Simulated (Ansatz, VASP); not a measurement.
One calculation of HfN, two programs

```xyz
2
Lattice="3.2734 0.0000 0.0011 0.0000 3.2734 0.0011 1.6374 1.6374 2.2279" Properties=species:S:1:pos:R:3 pbc="T T T"
Hf    0.0000    0.0000    0.0000
N     1.6367    1.6367    0.0011
```

Change from the starting cell: band edges of the strained film's bulk.

Alike in both runs: task single point; functional PBEsol; k mesh 11 × 11 × 16; occupations gaussian, width 0.1 eV; no spin polarisation.

```csv
,VASP,Ansatz
version,VASP 6.6.1,Ansatz 0.2.0
potentials or method,"VASP PAW PBE potentials, release 64 (Hf_pv, N), cutoff 520 eV","scalar-relativistic, plane waves, PAW"
valence electrons in the cell,15,31
```

Ansatz gave:

```
gap on the k mesh at the Fermi level (eV)                     : none
pressure (GPa)                                                : -10.8
traceless stress, the component that is largest in VASP (GPa) : 10.79
```

Question: Estimate VASP's values.

Answer: gap on the k mesh at the Fermi level (eV): none; pressure (GPa): -12.9; traceless stress, the component that is largest in VASP (GPa): 10.71.

VASP's potentials were made for PBE, not for PBEsol. A gap of «none» marks a metal or a gap that the smearing closes. The functional is the same, so the differences come from potentials, cutoffs and numerics. VASP's potentials hold 15 valence electrons a cell and Ansatz's 31, so a difference there can come from the potentials and not from the codes.

Spin-orbit coupling is off throughout.
